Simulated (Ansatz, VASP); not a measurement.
## SnSe2 in VASP and in Ansatz

POSCAR

```
SnSe2
1.0
    3.8251491972      0.0000000000      0.0000000000
   -1.9125745986      3.3126763781      0.0000000000
    0.0000000000      0.0000000000      6.2270814759
Sn Se
1 2
Direct
    0.0000000000      0.0000000000      0.0000000000
    0.3333333333      0.6666666667      0.2530781097
    0.6666666667      0.3333333333      0.7469218903
```

INCAR.step1

```
PREC = Accurate ; ENCUT = 520
ISMEAR = 0 ; SIGMA = 0.01
LREAL = F ; LASPH = T
NELM = 60 ; NBANDS = 20
GGA = PE ; ALGO = Normal
EDIFF = 1E-4 ; LWAVE = T
LCHARG = F
```

INCAR.step2

```
PREC = Accurate ; ENCUT = 520
EDIFF = 1E-6 ; ISMEAR = 0
SIGMA = 0.01 ; LREAL = F
LASPH = T ; NELM = 60
ALGO = Normal ; ISIF = 2
LWAVE = F ; LCHARG = F
METAGGA = R2SCAN ; LMIXTAU = T
NBANDS = 20 ; ISTART = 1
```

File KPOINTS:

```
Automatic mesh
0
Gamma
  12 12 4
```

Input for Ansatz:

```yaml
crystal:
  lattice:
    - [3.8251491972, 0.0, 0.0]
    - [-1.9125745986, 3.3126763781, 0.0]
    - [0.0, 0.0, 6.2270814759]
  atoms:
    - { symbol: Sn, position: [0.0, 0.0, 0.0] }
    - { symbol: Se, position: [0.3333333333, 0.6666666667, 0.2530781097] }
    - { symbol: Se, position: [0.6666666667, 0.3333333333, 0.7469218903] }
kpoints:
  mp_grid: { grid: [12, 12, 4] }
  band_path:
    path:
      - [0.0, 0.0, 0.0]
      - [0.5, 0.0, 0.0]
      - [0.3333333333, 0.3333333333, 0.0]
      - [0.0, 0.0, 0.5]
      - [0.5, 0.0, 0.5]
      - [0.3333333333, 0.3333333333, 0.5]
      - [-0.088542, 0.171875, 0.0]
      - [0.0, 0.458333, 0.34375]
    npoints: 1
hamiltonian:
  xc: r2scan
scf:
  occupations: { method: fixed }
  n_extra_bands: 4
output:
  forces: true
  stress: true
  eigenvalues: true
  write_density: true
  write_potential: true
  elf: true
  volumetric_format: npy
```

Alike in both runs: task single point; functional r2SCAN; k mesh 12 × 12 × 4; no spin polarisation.

|  | VASP | Ansatz |
| --- | --- | --- |
| version | VASP 6.6.1 | Ansatz 0.2.0 |
| potentials or method | VASP PAW PBE potentials, release 64 (Sn_d, Se) | plane waves, PAW |
| plane-wave cutoff (eV) | 520 | 500 |
| occupations | gaussian, width 0.01 eV | fixed |
| valence electrons in the cell | 26 | 46 |

Ansatz gave:

```
gap on the k mesh at the Fermi level (eV) : 1.01
pressure (GPa)                            : 0.9
rms of the force components (eV/Å)        : 0.014
```

**Question.** What did VASP give for the same quantities?

**Answer.** gap on the k mesh at the Fermi level (eV): 1.01; pressure (GPa): 1.0; rms of the force components (eV/Å): 0.007.

VASP's potentials were made for PBE, not for r2SCAN. Atom by atom the forces differ by 0.006 eV/Å (rms over components). VASP's potentials hold 26 valence electrons a cell and Ansatz's 46, so a difference there can come from the potentials and not from the codes.
